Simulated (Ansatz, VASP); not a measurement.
## One calculation of SnSe, two programs

```xyz
2
Lattice="0.0000 3.0100 3.0100 3.0100 0.0000 3.0100 3.0100 3.0100 0.0000" Properties=species:S:1:pos:R:3 pbc="T T T"
Sn   -0.1414   -0.1414    0.0000
Se    3.0100    3.0100    3.0100
```

Alike in both runs: task single point; functional LDA; k mesh 8 × 8 × 8; occupations gaussian, width 0.05 eV; no spin polarisation.

|  | VASP | Ansatz |
| --- | --- | --- |
| version | VASP 6.6.1 | Ansatz 0.2.0 |
| potentials or method | VASP PAW LDA potentials, release 64 (Sn_d, Se), cutoff 520 eV | scalar-relativistic, plane waves, PAW |
| valence electrons in the cell | 20 | 30 |

Ansatz gave:

* gap on the k mesh at the Fermi level (eV): 0.53
* least direct gap on the mesh (eV): 0.53
* pressure (GPa): -2.8
* traceless stress, the component that is largest in VASP (GPa): -0.35
* rms of the force components (eV/Å): 0.024

Q: Estimate VASP's values.

A: gap on the k mesh at the Fermi level (eV): 0.55; least direct gap on the mesh (eV): 0.55; pressure (GPa): -2.7; traceless stress, the component that is largest in VASP (GPa): -0.36; rms of the force components (eV/Å): 0.030.

LDA's correlation is that of Perdew and Zunger in VASP and of Perdew and Wang (1992) in Ansatz. Atom by atom the forces differ by 0.006 eV/Å (rms over components). VASP's potentials hold 20 valence electrons a cell and Ansatz's 30, so a difference there can come from the potentials and not from the codes.
